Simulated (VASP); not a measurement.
# Si7Ge in VASP: further runs

Runs on Si7Ge. Level: r2SCAN. Tasks: single point.

Program: VASP 6.6.1. These are calculated values, not measurements. Logs are shortened: lines on timing, memory, paths and dates and some standing lists are left out, and cuts for length are marked.

## Step 1: The cell of the first run

The structure is tetragonal, space group P-42m (No. 111). The conventional cell has a = 5.359 Å, b = 5.359 Å, c = 5.534 Å, α = 90.00°, β = 90.00°, γ = 90.00°. Within 3.1 Å of Si (site symmetry m) lie 3 Si at 2.34 Å and 1 Ge at 2.37 Å. Within 3.1 Å of Si (site symmetry 222) lie 4 Si at 2.34 Å. Within 3.1 Å of Si (site symmetry -42m) lie 4 Si at 2.34 Å. Ge (site symmetry -42m) has 4 Si at 2.37 Å within 3.1 Å.

## Step 2: Single point, r2SCAN (biaxial strain in the a-b plane: -2.0 %)

File POSCAR:

```
Si7Ge
1.0
    5.3586090631      0.0000000000      0.0000000000
    0.0000000000      5.3586090631      0.0000000000
    0.0000000000      0.0000000000      5.5335840529
Si Ge
7 1
Direct
    0.2524307582      0.2524307582      0.2524307582
    0.0000000000      0.5000000000      0.5000000000
    0.5000000000      0.5000000000      0.0000000000
    0.5000000000      0.0000000000      0.5000000000
    0.7475692418      0.2524307582      0.7475692418
    0.7475692418      0.7475692418      0.2524307582
    0.2524307582      0.7475692418      0.7475692418
    0.0000000000      0.0000000000      0.0000000000
```

File INCAR.step1:

```
PREC = Accurate ; ENCUT = 520
ISMEAR = 0 ; SIGMA = 0.02
LREAL = False ; LASPH = True
NELM = 80 ; NBANDS = 31
GGA = PE ; ALGO = Normal
EDIFF = 1E-4 ; LWAVE = True
LCHARG = False
```

File INCAR.step2:

```
PREC = Accurate ; ENCUT = 520
EDIFF = 1E-6 ; ISMEAR = 0
SIGMA = 0.02 ; LREAL = False
LASPH = True ; NELM = 80
ALGO = Normal ; ISIF = 2
LWAVE = False ; LCHARG = True
METAGGA = R2SCAN ; LMIXTAU = True
LELF = True ; LVHAR = True
NBANDS = 31 ; ISTART = 1
```

File KPOINTS:

```
regular mesh
0
Gamma
  8 8 8
```

Potentials or basis: VASP PAW PBE potentials, release 64 (Si, Ge_d).

The run is started by

```console
$ cat potpaw_PBE.64/Si/POTCAR potpaw_PBE.64/Ge_d/POTCAR > POTCAR
$ cp INCAR.step1 INCAR
$ mpirun -np 1 vasp_std > vasp.out
$ cp INCAR.step2 INCAR
$ mpirun -np 1 vasp_std > vasp.out
```

OUTCAR:

```text
PREC = Accurate
   ENCUT = 520
   EDIFF = 1E-6
   ISMEAR = 0
   LREAL = False
   LASPH = True
   NELM = 80
   ISIF = 2
   METAGGA = R2SCAN
   ISTART = 1

 ion  position               nearest neighbor table
   1  0.252  0.252  0.252-   2 2.34   4 2.34   3 2.34   8 2.37
   2  0.000  0.500  0.500-   1 2.34   5 2.34   6 2.34   7 2.34
   3  0.500  0.500  0.000-   1 2.34   5 2.34   6 2.34   7 2.34
   4  0.500  0.000  0.500-   1 2.34   5 2.34   6 2.34   7 2.34
   5  0.748  0.252  0.748-   2 2.34   4 2.34   3 2.34   8 2.37
   6  0.748  0.748  0.252-   2 2.34   4 2.34   3 2.34   8 2.37
   7  0.252  0.748  0.748-   2 2.34   4 2.34   3 2.34   8 2.37
   8  0.000  0.000  0.000-   1 2.37   5 2.37   6 2.37   7 2.37

  LATTYP: Found a simple tetragonal cell.
 ALAT       =     5.3586090631
 C/A-ratio  =     1.0326530612

  Lattice vectors:

 A1 = (   5.3586090631,   0.0000000000,   0.0000000000)
 A2 = (   0.0000000000,   5.3586090631,   0.0000000000)
 A3 = (   0.0000000000,   0.0000000000,   5.5335840529)

Analysis of symmetry for initial positions (statically):
=====================================================================
 Subroutine PRICEL returns:
 Original cell was already a primitive cell.

 Routine SETGRP: Setting up the symmetry group for a
 simple tetragonal supercell.

 Subroutine GETGRP returns: Found  8 space group operations
 (whereof  8 operations were pure point group operations)
 out of a pool of 16 trial point group operations.

The static configuration has the point symmetry D_2d.

Analysis of symmetry for dynamics (positions and initial velocities):
=====================================================================
 Subroutine PRICEL returns:
 Original cell was already a primitive cell.

 Routine SETGRP: Setting up the symmetry group for a
 simple tetragonal supercell.

 Subroutine GETGRP returns: Found  8 space group operations
 (whereof  8 operations were pure point group operations)
 out of a pool of 16 trial point group operations.

The dynamic configuration has the point symmetry D_2d.

 Subroutine INISYM returns: Found  8 space group operations
 (whereof  8 operations are pure point group operations),
 and found     1 'primitive' translations

----------------------------------------------------------------------------------------

                                     Primitive cell

  volume of cell :     158.8952
[... 106 lines left out ...]
   NFREE  =      0    steps in history (QN), initial steepest desc. (CG)
   ISIF   =      2    stress and relaxation
   ISYM   =      2    0-nonsym 1-usesym 2-fastsym
   POTIM  = 0.5000    time-step for ionic-motion
   TEBEG  =    0.0;   TEEND  =   0.0 temperature during run
   PSTRESS=    0.0 pullay stress
   NELECT =      42.0000    total number of electrons
   NUPDOWN=      -1.0000    fix difference up-down
   EMIN   =  10.00;   EMAX   =-10.00  energy-range for DOS
   EFERMI =   0.00;   METHOD = LEGACY
   ISMEAR =     0;   SIGMA  =   0.02  broadening in eV -4-tet -1-fermi 0-gaus
   EFERMI_NEDOS =   21; number of points for ismear=-14 and -15
   IALGO  =     38    algorithm
   IMIX   =      4    mixing-type and parameters
     AMIX     =   0.40;   BMIX     =  1.00
     AMIX_MAG =   1.60;   BMIX_MAG =  1.00
  volume/ion in A,a.u.               =      19.86       134.03
  Fermi-wavevector in a.u.,A,eV,Ry     =   1.050641  1.985424 15.018746  1.103847
  Thomas-Fermi vector in A             =   2.185652
   LORBIT       =      0    0 simple, 1 ext, 2 COOP (PROOUT), +10 PAW based schemes
   METAGGA = R2SCAN    functional components
   LHFCALC =     F    Hartree Fock is set to
   AEXX    =    0.0000 exact exchange contribution
   IVDW    =     0    specifies the selected vdW correction
   LEPSILON=     F    determine dielectric tensor
   LRPA    =     F    only Hartree local field effects (RPA)
 non-spin polarized calculation
 Gauss-broadening in eV      SIGMA  =   0.02
  energy-cutoff  :      520.00
  volume of cell :      158.90
 maximum number of plane-waves:      4318
 NGX is ok and might be reduce to    40
   NGX = 19   NGY = 19   NGZ = 21

 number of electron      41.9999987 magnetization

 Free energy of the ion-electron system (eV)
  ---------------------------------------------------
  ext. energy  EPLUGINS =         0.00000000
  ---------------------------------------------------
  free energy    TOTEN  =       -75.18964883 eV

  energy without entropy =      -75.18964883  energy(sigma->0) =      -75.18964883

 E-fermi :   6.0949     XC(G=0): -10.0933

 val. band max:        5.9329560642   @ k =   0.0000   0.0000   0.0000
 cond. band min:       6.3653766322   @ k =   0.0000   0.0000   0.0000
 fundamental gap:      0.4324205679
 Fermi energy:         6.0949018191

 k-point     1 :       0.0000    0.0000    0.0000
  band No.  band energies     occupation
      1     -18.9640      2.00000
      2     -18.9639      2.00000
      3     -18.9639      2.00000
      4     -18.9322      2.00000
      5     -18.9293      2.00000
      6      -6.9606      2.00000
[... 805 lines left out ...]
     30      11.0852      0.00000
     31      11.1971      0.00000

 [... further k-points ...]

------------------------ aborting loop because EDIFF is reached ----------------------------------------

  FORCE on cell =-STRESS in cart. coord.  units (eV):
  Direction    XX          YY          ZZ          XY          YZ          ZX
  --------------------------------------------------------------------------------------
  -------------------------------------------------------------------------------------
  Total        3.7994431      3.7994431      0.2777080      0.0000000     -0.0000000      0.0000000
  in kB       38.3106806     38.3106806      2.8001951      0.0000000     -0.0000000      0.0000000
  external PRESSURE =      26.4738521 kB  Pullay stress =       0.0000000 kB

 VOLUME and BASIS-vectors are now :
 -----------------------------------------------------------------------------
  energy-cutoff  :      520.00
  volume of cell :      158.90
      direct lattice vectors                 reciprocal lattice vectors
     5.358609063  0.000000000  0.000000000     0.186615592  0.000000000  0.000000000
     0.000000000  5.358609063  0.000000000     0.000000000  0.186615592  0.000000000
     0.000000000  0.000000000  5.533584053     0.000000000  0.000000000  0.180714703

 POSITION                                       TOTAL-FORCE (eV/Angst)
 -----------------------------------------------------------------------------------
      1.35268      1.35268      1.39685         0.015271      0.015271      0.002172
      0.00000      2.67930      2.76679         0.000000     -0.000000      0.000000
      2.67930      2.67930      0.00000         0.000000     -0.000000      0.000000
      2.67930      0.00000      2.76679         0.000000     -0.000000      0.000000
      4.00593      1.35268      4.13674        -0.015271      0.015271     -0.002172
      4.00593      4.00593      1.39685        -0.015271     -0.015271      0.002172
      1.35268      4.00593      4.13674         0.015271     -0.015271     -0.002172
      0.00000      0.00000      0.00000         0.000000     -0.000000      0.000000
 -----------------------------------------------------------------------------------
    total drift:                               -0.000000     -0.000000     -0.000000

  FREE ENERGIE OF THE ION-ELECTRON SYSTEM (eV)
  ---------------------------------------------------
  free  energy   TOTEN  =       -75.1896488325 eV

  energy  without entropy=      -75.1896488325  energy(sigma->0) =      -75.18964883
```

OUTCAR.step1:

```text
PREC = Accurate
   ENCUT = 520
   ISMEAR = 0
   LREAL = False
   LASPH = True
[... 1061 lines left out ...]
      4.00593      1.35268      4.13674        -0.049098      0.049098     -0.037726
      4.00593      4.00593      1.39685        -0.049098     -0.049098      0.037726
      1.35268      4.00593      4.13674         0.049098     -0.049098     -0.037726
      0.00000      0.00000      0.00000        -0.000000     -0.000000      0.000000
 -----------------------------------------------------------------------------------
    total drift:                                0.000000      0.000000     -0.000000

  FREE ENERGIE OF THE ION-ELECTRON SYSTEM (eV)
  ---------------------------------------------------
  free  energy   TOTEN  =       -42.3032857258 eV

  energy  without entropy=      -42.3032857258  energy(sigma->0) =      -42.30328573
```

OSZICAR.step1:

```text
N       E                     dE             d eps       ncg     rms          rms(c)
DAV:   1     0.228040058428E+03    0.22804E+03   -0.17580E+04  6064   0.173E+03
DAV:   2    -0.906177027525E+01   -0.23710E+03   -0.22302E+03  5239   0.497E+02
DAV:   3    -0.415265661436E+02   -0.32465E+02   -0.31992E+02  5579   0.102E+02
DAV:   4    -0.429880599984E+02   -0.14615E+01   -0.14590E+01  6050   0.248E+01
DAV:   5    -0.430236749807E+02   -0.35615E-01   -0.35611E-01  5895   0.389E+00    0.965E+00
DAV:   6    -0.425218038948E+02    0.50187E+00   -0.26606E-01  5544   0.232E+00    0.587E+00
DAV:   7    -0.422981174525E+02    0.22369E+00   -0.52307E-01  5268   0.299E+00    0.388E-01
DAV:   8    -0.423019262702E+02   -0.38088E-02   -0.39162E-02  5866   0.141E+00    0.190E-01
DAV:   9    -0.423030368692E+02   -0.11106E-02   -0.29828E-03  5827   0.360E-01    0.124E-01
DAV:  10    -0.423031708617E+02   -0.13399E-03   -0.31886E-04  5462   0.839E-02    0.683E-02
DAV:  11    -0.423032856881E+02   -0.11483E-03   -0.19204E-04  4694   0.804E-02    0.223E-02
DAV:  12    -0.423032857258E+02   -0.37709E-07   -0.10621E-05  3242   0.200E-02
   1 F= -.42303286E+02 E0= -.42303286E+02  d E =-.149750E-18
```

It took 7.6 min on 1 thread of Intel Xeon 6975P-C (Granite Rapids), shared host; peak memory 0.47 GiB.

What came out:

* Free energy: -75.1896 eV
* Pressure: 2.6 GPa
* Largest force: 0.022 eV/Å
* Band gap on the k mesh: 0.43 eV

Forces on the atoms (eV/Å):
```
Si   0.015  0.015  0.002
Si   0.000  0.000  0.000
Si   0.000  0.000  0.000
Si   0.000  0.000  0.000
Si  -0.015  0.015 -0.002
Si  -0.015 -0.015  0.002
Si   0.015 -0.015 -0.002
Ge   0.000  0.000  0.000
```

Caveat: the cell differs from its parent crystal (biaxial strain in the a-b plane: -2.0 %); the PAW data sets were made with another functional, which shifts forces and pressure a little. A k mesh can miss the band edges.

(Part 1 of 3 ends here.)
